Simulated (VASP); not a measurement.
A run of VASP 6.6.1:

INCAR

```
SYSTEM = Ag
PREC = Accurate
ENCUT = 520
EDIFF = 1E-6
ISMEAR = -1
SIGMA = 0.1
LREAL = .FALSE.
LASPH = .TRUE.
NELM = 100
ALGO = Normal
ISIF = 2
LWAVE = .FALSE.
LCHARG = .TRUE.
GGA = CA
LELF = .TRUE.
LVHAR = .TRUE.
NBANDS = 12
```

The input KPOINTS:

```
regular mesh
0
G
  16 16 16
  0 0 0
```

Contents of POSCAR:

```
Ag
1.0
   -1.5249120613      1.5249120613      1.5249120613
    1.5249120613     -1.5249120613      1.5249120613
    1.5249120613      1.5249120613     -1.5249120613
Ag
1
Direct
    0.0000000000      0.0000000000      0.0000000000
```

Potentials or basis: VASP PAW LDA potentials, release 64 (Ag).

Run with:

```sh
$ cat potpaw_LDA.64/Ag/POTCAR > POTCAR
$ mpirun -np 1 vasp_std > vasp.out
```

Hardware: 1 thread of Intel(R) Xeon(R) Platinum 8488C (Sapphire Rapids) (shared host).

**Question.** Estimate the wall time of this run.

**Answer.** It took 12 s on 1 thread of Intel(R) Xeon(R) Platinum 8488C (Sapphire Rapids), on a shared host, peak memory 0.13 GiB. Counts: scf iterations 10, k points 145.
